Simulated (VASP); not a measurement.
Here is a VASP 6.6.1 calculation.

Contents of INCAR:

```
PREC = Accurate
ENCUT = 520
EDIFF = 1E-6
ISMEAR = 0
SIGMA = 0.15
LREAL = F
LASPH = T
NELM = 100
ALGO = Fast
ISIF = 2
LWAVE = F
LCHARG = F
GGA = PE
NBANDS = 13
```

KPOINTS

```
Automatic mesh
0
Gamma
  26 26 26
```

The input POSCAR:

```
W
1.0
   -1.5440259427      1.5440259427      1.6156560122
    1.5440259427     -1.5440259427      1.6156560122
    1.5440259427      1.5440259427     -1.6156560122
W
1
Direct
    0.0000000000      0.0000000000      0.0000000000
```

Potentials or basis: VASP PAW PBE potentials, release 64 (W_sv).

Command:

```sh
$ cat potpaw_PBE.64/W_sv/POTCAR > POTCAR
$ mpirun -np 1 vasp_std > vasp.out
```

**Question.** What does it give for the pressure?

**Answer.** 16.5 GPa.

**Question.** Estimate the band gap on the k mesh.

**Answer.** Zero (bands 7 and 8 overlap by 6.21 eV).

Stress tensor (GPa, compression positive):
```
21.52  0.00  0.00
 0.00 21.52  0.00
 0.00  0.00  6.37
```

Caveat: the cell differs from its parent crystal (strain -0.030 along x and y, +0.015 along z); the cell stands under pressure; spin-orbit coupling is left out, which moves the levels of the heavy elements.
